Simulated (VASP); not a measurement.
Here is a VASP 6.6.1 calculation.

Contents of INCAR:

```
ALGO = Normal
EDIFF = 1E-7
EDIFFG = -0.005
ENCUT = 600
GGA = PE
IBRION = 2
ISIF = 3
ISMEAR = -1
LASPH = T
LCHARG = F
LREAL = F
LWAVE = F
NELM = 60
NSW = 32
PREC = Accurate
PSTRESS = -37.0
SIGMA = 0.05
```

File KPOINTS:

```
k-points
0
Gamma
  9 9 12
```

File POSCAR:

```
Cu
1.0
    4.1712113920      0.0000000000      0.0000000000
   -2.0856056960      3.6123750300      0.0000000000
    0.0000000000      0.0000000000      2.4967217260
Cu
3
Direct
    0.0000000000      0.0000000000      0.0000000000
    0.3333333333      0.6666666667      0.5000000000
    0.6666666667      0.3333333333      0.5000000000
```

Potentials or basis: VASP PAW PBE potentials, release 64 (Cu).

Run with:

```bash
$ cat potpaw_PBE.64/Cu/POTCAR > POTCAR
$ mpirun -np 1 vasp_std > vasp.out
```

Predict the space group after relaxing (to 0.1 Å).

P6/mmm (No. 191).

Estimate the band gap on the k mesh.

zero (an odd number of electrons rules out a gap without spin polarisation).

Predict the relaxed volume.

12.60 Å³/atom.

Predict the relaxed cell.

a = 4.178 Å, b = 4.178 Å, c = 2.500 Å, α = 90.00°, β = 90.00°, γ = 120.00°.

The path:
| step | energy change (eV) | largest force (eV/Å) | pressure (GPa) | volume (Å³) |
| --- | --- | --- | --- | --- |
| 1 | 0.0000 | 0.0000 | -3.11 | 37.62 |
| 2 | 0.0056 | 0.0000 | -3.88 | 37.87 |
| 3 | 0.0038 | 0.0000 | -3.69 | 37.80 |

Caveat: the cell is relaxed towards a set pressure, so the run minimises the enthalpy, not the energy.
